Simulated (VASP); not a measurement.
AlCo3: single point with PBEsol

Crystal: AlCo3.

```
Al Co
1.0
     3.57495    0.00000    0.00000
     0.00000    3.57495    0.00000
     0.00000    0.00000    3.57495
Al Co
1 3
Direct
  0.00000 0.00000 0.00000
  0.50000 0.50000 0.00000
  0.50000 0.00000 0.50000
  0.00000 0.50000 0.50000
```

| Property | Result |
| --- | --- |
| Program | VASP 6.6.1 |
| Task | single point |
| Functional | PBEsol |
| Potentials or basis | VASP PAW PBE potentials, release 64 (Al, Co) |
| Cutoff | 520 eV |
| k mesh | 12 × 12 × 12 |
| Occupations | methfessel-paxton, width 0.5 eV |
| Spin | collinear spin, ferromagnetic start |
| Starting moments | [0.0, 1.48, 1.48, 1.48] μB |

```json
{
 "Pressure": "-7.4 GPa",
 "Net moment": "3.87 μB per cell",
 "Site moments": "Al -0.04; Co +1.33 μB",
 "Valence electrons inside the program's atomic spheres": "Al 0.82; Co 8.30"
}
```

Levels at points of the mesh, in eV from the Fermi level:
Spin up:
```csv
k point,band 13,band 14,band 15,band 16,band 17,band 18,band 19,band 20,band 21,band 22
"(0.00, 0.00, 0.00)",-0.46,-0.21,-0.21,-0.21,0.79,0.79,0.79,6.67,6.67,7.17
"(0.50, 0.00, 0.00)",-1.48,-1.48,-1.39,-0.95,-0.21,5.48,5.48,5.55,5.55,6.43
"(0.50, 0.50, 0.00)",-1.71,-1.58,-1.22,-1.21,-0.76,0.75,0.75,8.11,8.15,8.15
"(0.50, 0.50, 0.50)",-1.87,-1.33,-1.33,-0.42,-0.42,-0.42,-0.34,3.37,4.17,4.17
```
Spin down:
```tsv
k point	band 11	band 12	band 13	band 14	band 15	band 16
(0.00, 0.00, 0.00)	0.57	0.57	0.81	0.81	0.81	0.99
(0.50, 0.00, 0.00)	-0.82	-0.23	-0.22	-0.22	0.01	0.64
(0.50, 0.50, 0.00)	-0.40	-0.39	-0.33	-0.33	0.08	0.10
(0.50, 0.50, 0.50)	-0.35	-0.35	-0.35	-0.21	-0.06	-0.06
```

Wall time 5.3 min on 1 thread of Oxide Virtual Turin-like Processor (shared host), peak memory 0.23 GiB.

Caveat: the cell stands under tension; so wide a smearing shifts energies and pressures; the PAW data sets were made with another functional, which shifts forces and pressure a little.
